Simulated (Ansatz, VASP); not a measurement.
# GdAl2N3: VASP beside Ansatz

```
Gd Al N
1.0
     2.88463    1.66544    3.76406
    -2.88463    1.66544    3.76406
     0.00000   -3.33088    3.76406
Gd Al N
1 2 3
Direct
  0.00000 0.00000 0.00000
  0.76700 0.76700 0.76700
  0.23300 0.23300 0.23300
  0.00000 0.00000 0.50000
  0.50000 0.00000 0.00000
  0.00000 0.50000 0.00000
```

Change from the starting cell: species swapped into the Er2GeRh3 type (R-3m, No. 166).

Alike in both runs: functional PBE; k mesh 6 × 6 × 6; occupations gaussian, width 0.1 eV; collinear spin.

Ansatz relaxed the structure, and its values are those at the end. VASP's run is a single point on that final structure, the one shown.

|  | VASP | Ansatz |
| --- | --- | --- |
| version | VASP 6.6.1 | Ansatz 0.2.0 |
| potentials or method | VASP PAW PBE potentials, release 64 (Gd, Al, N), cutoff 520 eV | scalar-relativistic, plane waves, PAW |
| valence electrons in the cell | 39 | 39 |

|  | VASP | Ansatz | Ansatz less VASP |
| --- | --- | --- | --- |
| gap on the k mesh at the Fermi level (eV) | none | none | - |
| pressure (GPa) | 0.3 | 0.2 | -0.02 |
| rms of the force components (eV/Å) | 0.006 | 0.007 | +0.0012 |
| net moment per atom (μB) | 1.11 | 1.12 | +0.003 |
| size of the moment on the site where the two differ most (μB) | 6.75 | 6.82 | +0.073 |

Site moments also hang on the region over which each program counts them. A gap of «none» marks a metal or a gap that the smearing closes. The functional is the same, so the differences come from potentials, cutoffs and numerics.

Neither program's run includes spin-orbit coupling.
